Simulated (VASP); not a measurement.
The system is MnO2.

```
Mn O
1.0
     4.40042    0.00000    0.00000
     0.00000    4.40042    0.00000
     0.00000    0.00000    2.86708
Mn O
2 4
Direct
  0.50000 0.50000 0.50000
  0.00000 0.00000 0.00000
  0.80492 0.19508 0.50000
  0.69508 0.69508 0.00000
  0.19508 0.80492 0.50000
  0.30492 0.30492 0.00000
```

```yaml
Program: VASP 6.6.1
Task: relaxation of cell and atoms
Functional: LDA
Potentials_or_basis: VASP PAW LDA potentials, release 64 (Mn_pv, O)
Cutoff: 600 eV
k_mesh: 6 × 6 × 9
Occupations: fermi-dirac, width 0.05 eV
Spin: collinear spin, ferromagnetic start
Starting_moments: "[4.0, 4.0, 0.0, 0.0, 0.0, 0.0] μB"
```

At the start: pressure -12.1 GPa; volume 9.25 Å³/atom.

Problem. How do energy, volume and symmetry change on relaxing?

Solution. Over 10 steps the energy falls by 27.7 meV/atom and the volume is 8.61 Å³/atom (-6.9 %); space group P4_2/mnm (No. 136, to 0.1 Å) before and after; moment 3.40 μB per cell.

The path:
```tsv
step	energy change (eV)	largest force (eV/Å)	pressure (GPa)	volume (Å³)
1	0.0000	0.0697	-12.14	55.52
2	-0.0682	0.9037	11.44	50.06
3	-0.1420	0.4666	-0.64	52.20
4	-0.1421	0.4832	-0.33	52.12
5	-0.1644	0.0360	0.48	51.55
6	-0.1645	0.0162	0.52	51.52
7	-0.1659	0.0073	-0.27	51.70
8	-0.1660	0.0129	-0.48	51.74
9	-0.1661	0.0291	0.31	51.61
10	-0.1662	0.0097	-0.03	51.67
```

Final structure:
```cif
data_structure
_symmetry_space_group_name_H-M 'P 1'
_symmetry_Int_Tables_number 1
_cell_length_a 4.3241
_cell_length_b 4.3241
_cell_length_c 2.7633
_cell_angle_alpha 90.000
_cell_angle_beta 90.000
_cell_angle_gamma 90.000
_cell_volume 51.67
loop_
_atom_site_label
_atom_site_type_symbol
_atom_site_fract_x
_atom_site_fract_y
_atom_site_fract_z
_atom_site_occupancy
Mn1 Mn 0.50000 0.50000 0.50000 1
Mn2 Mn 0.00000 0.00000 0.00000 1
O1 O 0.80132 0.19868 0.50000 1
O2 O 0.69868 0.69868 0.00000 1
O3 O 0.19868 0.80132 0.50000 1
O4 O 0.30132 0.30132 0.00000 1
```

Caveat: the run started ferromagnetic, and an antiferromagnetic order may lie lower in energy.
